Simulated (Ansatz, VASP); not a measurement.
# One calculation of NaAu7, two programs

```xyz
8
Lattice="0.0000 4.1617 4.1617 4.1617 0.0000 4.1617 4.1617 4.1617 0.0000" Properties=species:S:1:pos:R:3 pbc="T T T"
Na    0.0000    0.0000    0.0000
Au    4.1617    4.1617    4.1617
Au    2.0809    0.0000    2.0809
Au    0.0000    2.0809    2.0809
Au    4.1617    2.0809    2.0809
Au    2.0809    4.1617    2.0809
Au    2.0809    2.0809    0.0000
Au    2.0809    2.0809    4.1617
```

Change from the starting cell: species swapped into the SbPt7 type (Fm-3m, No. 225).

Alike in both runs: task relaxation of cell and atoms; functional PBE; k mesh 8 × 8 × 8; occupations gaussian, width 0.1 eV; no spin polarisation.

|  | VASP | Ansatz |
| --- | --- | --- |
| version | VASP 6.6.1 | Ansatz 0.2.0 |
| potentials or method | VASP PAW PBE potentials, release 64 (Na_pv, Au), cutoff 600 eV | scalar-relativistic, plane waves, PAW |
| valence electrons in the cell | 84 | 142 |

```csv
,VASP,Ansatz,Ansatz less VASP
"gap on the k mesh at the Fermi level, each at its own relaxed structure (eV)",none,none,-
relaxed volume (Å³/atom),18.11,18.13,+0.017
relaxed length of the cell vector where the two differ most in proportion (Å),5.895,5.897,+0.0018
```

A gap of «none» marks a metal or a gap that the smearing closes. VASP's potentials hold 84 valence electrons a cell and Ansatz's 142, so a difference there can come from the potentials and not from the codes.

Neither program's run includes spin-orbit coupling.
